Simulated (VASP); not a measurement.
Zr4F:

```xyz
5
Lattice="4.1978 0.0000 0.0000 0.0000 4.1978 0.0000 0.0000 0.0000 4.1978" Properties=species:S:1:pos:R:3 pbc="T T T"
Zr    2.0989    2.0989    2.0989
Zr    0.0000    2.0989    2.0989
Zr    2.0989    0.0000    2.0989
Zr    2.0989    2.0989    0.0000
F     0.0000    0.0000    0.0000
```

The cell was built from a structure type or drawn by symmetry, and may not be a known phase.

- Program: VASP 6.6.1
- Task: relaxation of cell and atoms
- Functional: PBE
- Potentials or basis: VASP PAW PBE potentials, release 64 (Zr_sv, F_h)
- Cutoff: 910 eV
- k mesh: 4 × 4 × 4
- Occupations: gaussian, width 0.1 eV
- Spin: no spin polarisation

At the start: pressure 109.2 GPa; volume 14.79 Å³/atom.

**Question.** Where does the relaxation end?

**Answer.** Over 5 steps the energy falls by 2347.8 meV/atom and the volume is 25.56 Å³/atom (+72.8 %); space group Pm-3m (No. 221, to 0.1 Å) before and after.

The path:
| step | energy change (eV) | largest force (eV/Å) | pressure (GPa) | volume (Å³) |
| --- | --- | --- | --- | --- |
| 1 | 0.0000 | 0.0000 | 109.18 | 73.97 |
| 2 | 2.2708 | 0.0000 | -28.41 | 242.90 |
| 3 | -11.6369 | 0.0000 | -4.47 | 134.91 |
| 4 | -11.7297 | 0.0000 | -1.38 | 129.88 |
| 5 | -11.7389 | 0.0000 | -0.05 | 127.82 |

Final structure:
```yaml
crystal:
  lattice:
    - [5.03736, 0.00000, 0.00000]
    - [0.00000, 5.03736, 0.00000]
    - [0.00000, 0.00000, 5.03736]
  atoms:
    - { symbol: Zr, position: [0.50000, 0.50000, 0.50000] }
    - { symbol: Zr, position: [0.00000, 0.50000, 0.50000] }
    - { symbol: Zr, position: [0.50000, 0.00000, 0.50000] }
    - { symbol: Zr, position: [0.50000, 0.50000, 0.00000] }
    - { symbol: F, position: [0.00000, 0.00000, 0.00000] }
```

Caveat: the k points lie up to 0.31 Å⁻¹ apart in the final cell, too coarse for converged energies and pressures of a metal; the cutoff is under 1.25 times the usual one of these potentials, so pressure, stress and relaxed cells hold a basis-set (Pulay) error; the volume moved by over 15 % at a fixed basis, so the end points are rough; an odd number of electrons without spin polarisation forces a metal; a magnetic or distorted state may lie lower.
